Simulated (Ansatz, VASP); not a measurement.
# RbBr in VASP and in Ansatz

POSCAR

```
RbBr
1.0
    0.0000000000      3.4270000000      3.4270000000
    3.4270000000      0.0000000000      3.4270000000
    3.4270000000      3.4270000000      0.0000000000
Rb Br
1 1
Direct
    0.0000000000      0.0000000000      0.0000000000
    0.5000000000      0.5000000000      0.5000000000
```

File INCAR.step1:

```
PREC = Accurate
ENCUT = 520
EDIFF = 1E-5
ISMEAR = -1
SIGMA = 0.05
LREAL = False
LASPH = True
NELM = 100
ALGO = Normal
ISIF = 2
LWAVE = True
LCHARG = False
NBANDS = 15
GGA = PE
```

Contents of INCAR.step2:

```
PREC = Accurate
ENCUT = 520
EDIFF = 1E-6
ISMEAR = -1
SIGMA = 0.05
LREAL = False
LASPH = True
NELM = 100
ALGO = Normal
ISIF = 2
LWAVE = False
LCHARG = False
GGA = PE
LHFCALC = True
AEXX = 0.25
HFSCREEN = 0.6
PRECFOCK = Normal
NBANDS = 15
ISTART = 1
```

KPOINTS

```
regular mesh
0
Gamma
  4 4 4
```

File input.yaml:

```yaml
crystal:
  lattice:
    - [0.0, 3.427, 3.427]
    - [3.427, 0.0, 3.427]
    - [3.427, 3.427, 0.0]
  atoms:
    - { symbol: Rb, position: [0.0, 0.0, 0.0] }
    - { symbol: Br, position: [0.5, 0.5, 0.5] }
hamiltonian:
  xc: { exchange: pbe, correlation: pbe, exx: { coeff: 0.25, omega: 0.6 } }
  pseudopotentials: { kind: paw }
kpoints:
  mp_grid: { grid: [4, 4, 4] }
scf:
  occupations: { method: fermi_dirac, width: 0.05 }
output:
  forces: true
  stress: true
  eigenvalues: true
```

Alike in both runs: task single point; functional PBE-based screened hybrid; k mesh 4 × 4 × 4; occupations fermi-dirac, width 0.05 eV; no spin polarisation.

```csv
,VASP,Ansatz
version,VASP 6.6.1,Ansatz 0.2.0
potentials or method,"VASP PAW PBE potentials, release 64 (Rb_sv, Br)",Ansatz PAW
plane-wave cutoff (eV),520,420
valence electrons in the cell,16,16
```

|  | VASP | Ansatz | Ansatz less VASP |
| --- | --- | --- | --- |
| gap on the k mesh at the Fermi level (eV) | 4.84 | 4.84 | +0.002 |
| least direct gap on the mesh (eV) | 4.84 | 4.84 | +0.002 |
| pressure (GPa) | 0.8 | 0.8 | -0.01 |

VASP's potentials were made for PBE, not for PBE-based screened hybrid. With one functional, cell and mesh, what is left measures potentials, basis and numerics.
